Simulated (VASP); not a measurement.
# WC in VASP: single point with PBEsol

Aim: the single point of WC with PBEsol.

Everything below comes from runs of VASP 6.6.1. Logs are shortened: lines on timing, memory, paths and dates and some standing lists are left out, and cuts for length are marked.

**1. The cell of the first run**

The cell holds a slab with vacuum, 8 atoms: a = 2.898 Å, b = 4.049 Å, c = 22.944 Å, α = 90.00°, β = 90.00°, γ = 110.97°.

**2. Single point, PBEsol**

File INCAR:

```
SYSTEM = WC
  PREC = Accurate
  ENCUT = 520
  EDIFF = 1E-7
  ISMEAR = 0
  SIGMA = 0.1
  LREAL = .FALSE.
  LASPH = .TRUE.
  NELM = 60
  ALGO = Fast
  ISIF = 2
  LWAVE = .FALSE.
  LCHARG = .FALSE.
  LDIPOL = .TRUE.
  IDIPOL = 3
  DIPOL = 0.5 0.5 0.500
  GGA = PS
  ISYM = 0
  NBANDS = 46
```

File KPOINTS:

```
regular mesh
0
G
  11 8 1
  0 0 0
```

File POSCAR:

```
WC
1.0
    2.8984136658      0.0000000000      0.0000000000
   -1.4492068329      3.7810038920      0.0000000000
    0.0000000000      0.0000000000     22.9443726644
W C
4 4
Direct
    0.7203625332      0.4407250665      0.3704612074
    0.4407250665      0.8814501330      0.4522751817
    0.1607059399      0.3219466681      0.5346930359
    0.8761111143      0.7529317866      0.6149475139
    0.0070896222      0.0141792443      0.3840968698
    0.7274521554      0.4549043108      0.4659108440
    0.4450950878      0.8910281212      0.5472007800
    0.1807008591      0.3617820809      0.6271516992
```

Potentials or basis: VASP PAW PBE potentials, release 64 (W_sv, C).

Run with:

```sh
cat potpaw_PBE.64/W_sv/POTCAR potpaw_PBE.64/C/POTCAR > POTCAR
mpirun -np 1 vasp_std > vasp.out
```

OUTCAR:

```text
SYSTEM = WC
   PREC = Accurate
   ENCUT = 520
   EDIFF = 1E-7
   ISMEAR = 0
   LREAL = .FALSE.
   LASPH = .TRUE.
   NELM = 60
   ISIF = 2
   GGA = PS
   ISYM = 0

 ion  position               nearest neighbor table
   1  0.720  0.441  0.370-   6 2.19   5 2.19   5 2.19   5 2.19   2 2.83   2 2.90   2 2.90
   2  0.441  0.881  0.452-   7 2.18   6 2.19   6 2.19   6 2.19   5 2.19   5 2.19   1 2.83   3 2.84
                             1 2.90   1 2.90   3 2.91   3 2.91
   3  0.161  0.322  0.535-   8 2.13   7 2.17   7 2.20   7 2.20   6 2.20   6 2.20   4 2.83   2 2.84
                             4 2.85   4 2.85   2 2.91   2 2.91
   4  0.876  0.753  0.615-   8 2.09   8 2.09   7 2.19   7 2.19   8 2.32   3 2.83   3 2.85   3 2.85

   5  0.007  0.014  0.384-   1 2.19   2 2.19   2 2.19   1 2.19   1 2.19
   6  0.727  0.455  0.466-   1 2.19   2 2.19   2 2.19   2 2.19   3 2.20   3 2.20
   7  0.445  0.891  0.547-   3 2.17   2 2.18   4 2.19   4 2.19   3 2.20   3 2.20
   8  0.181  0.362  0.627-   4 2.09   4 2.09   3 2.13   4 2.32

IMPORTANT INFORMATION: All symmetrisations will be switched off!
NOSYMM: (Re-)initialisation of all symmetry stuff for point group C_1.

----------------------------------------------------------------------------------------

                                     Primitive cell

  volume of cell :     251.4454

  direct lattice vectors                    reciprocal lattice vectors
     2.898413666  0.000000000  0.000000000     0.345016314  0.132240012  0.000000000
    -1.449206833  3.781003892  0.000000000     0.000000000  0.264480024  0.000000000
     0.000000000  0.000000000 22.944372664     0.000000000  0.000000000  0.043583671

  length of vectors
     2.898413666  4.049221021 22.944372664     0.369491107  0.264480024  0.043583671

  position of ions in fractional coordinates (direct lattice)
     0.720362533  0.440725067  0.370461207
     0.440725067  0.881450133  0.452275182
     0.160705940  0.321946668  0.534693036
     0.876111114  0.752931787  0.614947514
     0.007089622  0.014179244  0.384096870
     0.727452155  0.454904311  0.465910844
     0.445095088  0.891028121  0.547200780
     0.180700859  0.361782081  0.627151699

  ion indices of the primitive-cell ions
   primitive index   ion index
                 1           1
                 2           2
                 3           3
                 4           4
                 5           5
                 6           6
                 7           7
                 8           8

----------------------------------------------------------------------------------------

 KPOINTS: regular mesh

Automatic generation of k-mesh.
 Grid dimensions read from file:
 generate k-points for:   11    8    1

 Generating k-lattice:

  Cartesian coordinates                     Fractional coordinates (reciprocal lattice)
     0.031365119  0.012021819  0.000000000     0.090909091  0.000000000  0.000000000
     0.000000000  0.033060003  0.000000000     0.000000000  0.125000000  0.000000000
     0.000000000  0.000000000  0.043583671     0.000000000  0.000000000  1.000000000

  Length of vectors
     0.033590101  0.033060003  0.043583671

  Shift w.r.t. Gamma in fractional coordinates (k-lattice)
     0.000000000  0.000000000  0.000000000

 -----------------------------------------------------------------------------
|                                                                             |
|           W    W    AA    RRRRR   N    N  II  N    N   GGGG   !!!           |
|           W    W   A  A   R    R  NN   N  II  NN   N  G    G  !!!           |
|           W    W  A    A  R    R  N N  N  II  N N  N  G       !!!           |
|           W WW W  AAAAAA  RRRRR   N  N N  II  N  N N  G  GGG   !            |
|           WW  WW  A    A  R   R   N   NN  II  N   NN  G    G                |
|           W    W  A    A  R    R  N    N  II  N    N   GGGG   !!!           |
|                                                                             |
|     Your reciprocal lattice and k-lattice belong to different lattice       |
|     classes:                                                                |
|                                                                             |
|        The reciprocal lattice is base centered orthorhombic,                |
|        whereas your k-lattice is simple monoclinic.                         |
|                                                                             |
|     Results are often still useful ...                                      |
|                                                                             |
 -----------------------------------------------------------------------------

 WARNING: IBZKPT: internal override: KBLOWUP is changed to .FALSE.
      ... skipping the blow-up phase ...

 Subroutine IBZKPT returns following result:
 ===========================================

 Found     45 irreducible k-points:

 Following reciprocal coordinates:
            Coordinates               Weight
  0.000000  0.000000  0.000000      1.000000
  0.090909  0.000000  0.000000      2.000000
  0.181818  0.000000  0.000000      2.000000
  0.272727 -0.000000  0.000000      2.000000
  0.363636  0.000000  0.000000      2.000000
  0.454545  0.000000  0.000000      2.000000
[... 16 lines left out ...]
  0.454545  0.250000  0.000000      2.000000
 -0.454545  0.250000  0.000000      2.000000
 [... further k-points ...]
   k-points           NKPTS =     45   k-points in BZ     NKDIM =     45   number of bands    NBANDS=     46
   number of dos      NEDOS =    301   number of ions     NIONS =      8
   total plane-waves  NPLWV = 129600
   dimension x,y,z NGX =    24 NGY =   30 NGZ =  180
   dimension x,y,z NGXF=    48 NGYF=   60 NGZF=  360
   ions per type =               4   4
   NGX,Y,Z   is equivalent  to a cutoff of  13.77, 12.32, 13.04 a.u.
   NGXF,Y,Z  is equivalent  to a cutoff of  27.53, 24.63, 26.08 a.u.
 SYSTEM =  WC
   PREC   = accura    normal or accurate (medium, high low for compatibility)
   ISTART =      0    job   : 0-new  1-cont  2-samecut
   ICHARG =      2    charge: 1-file 2-atom 10-const
   ISPIN  =      1    spin polarized calculation?
   LNONCOLLINEAR =      F non collinear calculations
   LSORBIT =      F    spin-orbit coupling
   LASPH  =      T    aspherical Exc in radial PAW
   ENCUT  =  520.0 eV  38.22 Ry    6.18 a.u.   5.39  7.53 42.66*2*pi/ulx,y,z
   NELM   =     60;   NELMIN=  2; NELMDL= -5     # of ELM steps
   EDIFF  = 0.1E-06   stopping-criterion for ELM
   LREAL  =      F    real-space projection
   EDIFFG = 0.1E-05   stopping-criterion for IOM
   NSW    =      0    number of steps for IOM
   IBRION =     -1    ionic relax: 0-MD 1-quasi-New 2-CG
   NFREE  =      0    steps in history (QN), initial steepest desc. (CG)
   ISIF   =      2    stress and relaxation
   ISYM   =      0    0-nonsym 1-usesym 2-fastsym
   POTIM  = 0.5000    time-step for ionic-motion
   TEBEG  =    0.0;   TEEND  =   0.0 temperature during run
   PSTRESS=    0.0 pullay stress
   NELECT =      72.0000    total number of electrons
   NUPDOWN=      -1.0000    fix difference up-down
   EMIN   =  10.00;   EMAX   =-10.00  energy-range for DOS
   EFERMI =   0.00;   METHOD = LEGACY
   ISMEAR =     0;   SIGMA  =   0.10  broadening in eV -4-tet -1-fermi 0-gaus
   EFERMI_NEDOS =   21; number of points for ismear=-14 and -15
   IALGO  =     68    algorithm
   IMIX   =      4    mixing-type and parameters
     AMIX     =   0.40;   BMIX     =  1.00
     AMIX_MAG =   1.60;   BMIX_MAG =  1.00
  volume/ion in A,a.u.               =      31.43       212.10
  Fermi-wavevector in a.u.,A,eV,Ry     =   1.079041  2.039091 15.841651  1.164329
  Thomas-Fermi vector in A             =   2.214995
   LORBIT       =      0    0 simple, 1 ext, 2 COOP (PROOUT), +10 PAW based schemes
   GGA     = PS    functional components
   LHFCALC =     F    Hartree Fock is set to
   AEXX    =    0.0000 exact exchange contribution
   IVDW    =     0    specifies the selected vdW correction
   LEPSILON=     F    determine dielectric tensor
   LRPA    =     F    only Hartree local field effects (RPA)
 non-spin polarized calculation
 RMM-DIIS sequential band-by-band and
 Gauss-broadening in eV      SIGMA  =   0.10
  energy-cutoff  :      520.00
  volume of cell :      251.45
 maximum number of plane-waves:      6839
 NGX is ok and might be reduce to    24
   NGX = 11   NGY = 15   NGZ = 85

 dipolmoment           0.000000      0.000000     -0.037790 electrons x Angstroem

 number of electron      72.0000002 magnetization

 dipolmoment           0.000000      0.000000      0.019152 electrons x Angstroem

 Free energy of the ion-electron system (eV)
  ---------------------------------------------------
  ext. energy  EPLUGINS =         0.00000000
  ---------------------------------------------------
  free energy    TOTEN  =       -89.72079624 eV

  energy without entropy =      -89.70244866  energy(sigma->0) =      -89.71162245

 E-fermi :   0.7869     XC(G=0):  -5.5097

 val. band max:        0.7761279841   @ k =  -0.4545   0.1250   0.0000
 cond. band min:       0.7953724056   @ k =   0.2727   0.3750   0.0000
 fundamental gap:      0.0192444215
 Fermi energy:         0.7868916244

 k-point     1 :       0.0000    0.0000    0.0000
  band No.  band energies     occupation
      1     -73.4959      2.00000
      2     -73.3892      2.00000
      3     -73.3098      2.00000
      4     -73.1864      2.00000
      5     -38.0148      2.00000
      6     -37.9124      2.00000
[... 38 lines left out ...]
     45       4.8565      0.00000
     46       6.1992      0.00000
[... 1086 lines left out ...]
      6     -38.0103      2.00000
[... 38 lines left out ...]
     45       5.4906      0.00000
     46       6.0651      0.00000

 [... further k-points ...]

------------------------ aborting loop because EDIFF is reached ----------------------------------------

 vacuum level on the upper side and lower side of the slab       (xc-potential included)         0.070        -0.246

  FORCE on cell =-STRESS in cart. coord.  units (eV):
  Direction    XX          YY          ZZ          XY          YZ          ZX
  --------------------------------------------------------------------------------------
  -------------------------------------------------------------------------------------
  Total       -3.2097840    -12.2155786     -2.7388693     -0.0223897      0.1956195      0.0012564
  in kB      -20.4523259    -77.8360781    -17.4517188     -0.1426643      1.2464618      0.0080056
  external PRESSURE =     -38.5800409 kB  Pullay stress =       0.0000000 kB

 VOLUME and BASIS-vectors are now :
 -----------------------------------------------------------------------------
  energy-cutoff  :      520.00
  volume of cell :      251.45
      direct lattice vectors                 reciprocal lattice vectors
     2.898413666  0.000000000  0.000000000     0.345016314  0.132240012  0.000000000
    -1.449206833  3.781003892  0.000000000     0.000000000  0.264480024  0.000000000
     0.000000000  0.000000000 22.944372664     0.000000000  0.000000000  0.043583671

 POSITION                                       TOTAL-FORCE (eV/Angst)
 -----------------------------------------------------------------------------------
      1.44921      1.66638      8.50000         0.013388     -0.228238      1.752490
      0.00000      3.33277     10.37717         0.003147      0.056261     -0.616145
     -0.00078      1.21728     12.26820        -0.000558     -0.020269     -0.007741
      1.44818      2.84684     14.10958         0.000171      0.021356      0.046398
      0.00000      0.05361      8.81286        -0.015956      0.103102     -0.336873
      1.44921      1.71999     10.69003        -0.001472      0.096285     -0.890944
     -0.00121      3.36898     12.55518         0.001537      0.015301      0.006671
     -0.00055      1.36790     14.38960        -0.000258     -0.043796      0.046144
 -----------------------------------------------------------------------------------
    total drift:                                0.000127      0.000453      0.000323

  FREE ENERGIE OF THE ION-ELECTRON SYSTEM (eV)
  ---------------------------------------------------
  free  energy   TOTEN  =       -89.7207962378 eV

  energy  without entropy=      -89.7024486646  energy(sigma->0) =      -89.71162245

 vacuum level on the upper side and lower side of the slab         5.296         4.961
```

It took 36 min on 1 thread of Oxide Virtual Turin-like, shared host; peak memory 0.57 GiB.

What came out:

```yaml
Free_energy: -89.7208 eV
Largest_force: 1.767 eV/Å
Band_gap_on_the_k_mesh: zero (bands 36 and 37 overlap by 0.97 eV)
```

Forces on the atoms (eV/Å):
```
W    0.013 -0.228  1.752
W    0.003  0.056 -0.616
W   -0.001 -0.020 -0.008
W    0.000  0.021  0.046
C   -0.016  0.103 -0.337
C   -0.001  0.096 -0.891
C    0.002  0.015  0.007
C    0.000 -0.044  0.046
```

Caveat: the PAW data sets were made with another functional, which shifts forces and pressure a little; spin-orbit coupling is left out, which moves the levels of the heavy elements.
